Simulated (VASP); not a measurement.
## Cu2H3: relaxation of cell and atoms with PBE

Crystal: Cu2H3.

```
Cu H
1.0
     3.60262    0.00000    0.00000
     0.00000    3.60262    0.00000
     0.00000    0.00000    4.60119
Cu H
2 3
Direct
  0.00000 0.50000 0.50000
  0.50000 0.00000 0.50000
  0.00000 0.50000 0.00000
  0.50000 0.00000 0.00000
  0.50000 0.50000 0.50000
```

The cell was generated, and may not be a known phase.

* Program: VASP 6.6.1
* Task: relaxation of cell and atoms
* Functional: PBE
* Potentials or basis: VASP PAW PBE potentials, release 64 (Cu, H)
* Cutoff: 600 eV
* k mesh: 6 × 6 × 4
* Occupations: gaussian, width 0.1 eV
* Spin: no spin polarisation
* Dipole correction: no
* Further INCAR settings: ALGO = Normal; EDIFF = 1e-07; IBRION = 2; EDIFFG = -0.04; NSW = 90; ISIF = 3

```yaml
Relaxed_volume: 8.70 Å³/atom
Relaxed_cell: a = 3.709 Å, b = 3.709 Å, c = 3.162 Å, α = 90.00°, β = 90.00°, γ = 90.00°
Space_group_after_relaxing_to_0.1_Å: P4/mmm (No. 123)
Energy_gained_by_relaxing: 507.8 meV/atom
Ionic_steps: 9
Pressure_after_relaxing: 0.2 GPa
Band_gap_on_the_k_mesh: zero (an odd number of electrons rules out a gap without spin polarisation)
```

Stress tensor (GPa, compression positive):
```
 0.45  0.00  0.00
 0.00  0.45  0.00
 0.00  0.00 -0.20
```

Step by step:
```
step  energy change (eV)  largest force (eV/Å)  pressure (GPa)  volume (Å³)
   1              0.0000                0.0000          -11.36        59.72
   2             -0.8456                0.0000           -9.72        52.61
   3             -1.6874                0.0000           33.96        33.68
   4             -1.8639                0.0000           -0.53        42.96
   5             -2.0429                0.0000           16.26        36.90
   6             -2.0665                0.0000            8.42        39.13
   7             -2.4140                0.0000            9.71        39.26
   8             -2.4130                0.0000           10.14        39.25
   9             -2.5389                0.0000            0.23        43.51
```

Final structure:
```
Cu H
1.0
     3.70927    0.00000    0.00000
     0.00000    3.70927    0.00000
     0.00000    0.00000    3.16249
Cu H
2 3
Cartesian
  0.0000 1.8546 1.5812
  1.8546 0.0000 1.5812
  0.0000 1.8546 0.0000
  1.8546 0.0000 0.0000
  1.8546 1.8546 1.5812
```

Levels at points of the mesh, in eV from the Fermi level:
```
           k point  band 9  band 10  band 11  band 12  band 13  band 14  band 15  band 16
(0.00, 0.00, 0.00)   -2.71    -2.47    -2.05     1.19     2.93     2.93     3.09     6.85
(0.50, 0.00, 0.00)   -3.05    -2.98    -2.90    -2.71     2.25     5.57     6.27     7.07
(0.50, 0.50, 0.00)   -2.98    -2.72    -2.59    -0.92    -0.92    -0.83     9.47    10.84
(0.00, 0.00, 0.50)   -2.87    -2.61    -2.44    -2.05    -1.62     5.40     5.40     5.57
(0.50, 0.00, 0.50)   -3.18    -2.99    -2.67    -2.59    -2.11    -0.88     7.36     8.50
(0.50, 0.50, 0.50)   -2.97    -2.85    -2.77    -2.77    -2.72     1.77     2.54     2.54
```

It took 2.3 min on 1 thread of Intel(R) Xeon(R) 6975P-C (Granite Rapids), with other jobs on the host, peak memory 0.21 GiB.

Caveat: the volume moved by over 15 % at a fixed basis, so the end points are rough.
